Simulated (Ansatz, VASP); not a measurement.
## Ga3Sb in VASP and in Ansatz

File INCAR:

```
ALGO = Fast
EDIFF = 1E-6
ENCUT = 520
GGA = CA
ISIF = 2
ISMEAR = 0
LASPH = True
LCHARG = False
LREAL = False
LWAVE = False
NBANDS = 30
NELM = 80
PREC = Accurate
SIGMA = 0.1
```

Contents of KPOINTS:

```
k-points
0
Gamma
  14 14 14
```

Contents of POSCAR:

```
Ga3Sb
1.0
   -2.1587990000      2.1587990000      4.7604840000
    2.1587990000     -2.1587990000      4.7604840000
    2.1587990000      2.1587990000     -4.7604840000
Ga Sb
3 1
Direct
    0.7500000000      0.2500000000      0.5000000000
    0.2500000000      0.7500000000      0.5000000000
    0.5000000000      0.5000000000      0.0000000000
    0.0000000000      0.0000000000      0.0000000000
```

Input for Ansatz:

```yaml
crystal:
  lattice:
    - [-2.158799, 2.158799, 4.760484]
    - [2.158799, -2.158799, 4.760484]
    - [2.158799, 2.158799, -4.760484]
  atoms:
    - { symbol: Ga, position: [0.75, 0.25, 0.5] }
    - { symbol: Ga, position: [0.25, 0.75, 0.5] }
    - { symbol: Ga, position: [0.5, 0.5, 0.0] }
    - { symbol: Sb, position: [0.0, 0.0, 0.0] }
basis:
  ecutwfc: 420
kpoints:
  mp_grid: { grid: [14, 14, 14] }
hamiltonian:
  xc: lda
scf:
  occupations: { method: gaussian, width: 0.1 }
output:
  forces: true
  stress: true
  eigenvalues: true
```

Alike in both runs: task single point; functional LDA; k mesh 14 × 14 × 14; occupations gaussian, width 0.1 eV; no spin polarisation.

|  | VASP | Ansatz |
| --- | --- | --- |
| version | VASP 6.6.1 | Ansatz 0.2.0 |
| potentials or method | VASP PAW LDA potentials, release 64 (Ga_d, Sb), cutoff 520 eV | scalar-relativistic, plane waves, PAW |
| valence electrons in the cell | 44 | 54 |

```csv
,VASP,Ansatz,Ansatz less VASP
gap on the k mesh at the Fermi level (eV),none,none,-
pressure (GPa),-4.8,-4.8,-0.04
"traceless stress, the component that is largest in VASP (GPa)",-0.24,-0.26,-0.017
```

LDA's correlation is that of Perdew and Zunger in VASP and of Perdew and Wang (1992) in Ansatz. A gap of «none» marks a metal or a gap that the smearing closes. VASP's potentials hold 44 valence electrons a cell and Ansatz's 54, so a difference there can come from the potentials and not from the codes.

Neither program's run includes spin-orbit coupling.
